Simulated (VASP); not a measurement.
Input of a VASP 6.6.1 run:

INCAR

```
ALGO = Fast ; EDIFF = 1E-7
ENCUT = 520 ; GGA = PS
ISIF = 2 ; ISMEAR = 0
LASPH = True ; LCHARG = False
LREAL = False ; LWAVE = False
NBANDS = 11 ; NELM = 100
PREC = Accurate ; SIGMA = 0.1
```

KPOINTS

```
k-points
0
Gamma
  6 6 6
```

File POSCAR:

```
Sr
1.0
   -2.4243733564      2.4243733564      2.4243733564
    2.4243733564     -2.4243733564      2.4243733564
    2.4243733564      2.4243733564     -2.4243733564
Sr
1
Direct
    0.0000000000      0.0000000000      0.0000000000
```

Potentials or basis: VASP PAW PBE potentials, release 64 (Sr_sv).

Command:

```console
$ cat potpaw_PBE.64/Sr_sv/POTCAR > POTCAR
$ mpirun -np 1 vasp_std > vasp.out
```

**Question.** What does it give for the pressure?

**Answer.** -1.2 GPa.

**Question.** What does it give for the band gap on the k mesh?

**Answer.** Zero (band 5 reaches 1.58 eV, above the bottom of band 6 at 1.29 eV).

Caveat: the cell differs from its parent crystal (Ca replaced by Sr, lengths x 1.065, strained); the PAW data sets were made with another functional, which shifts forces and pressure a little.
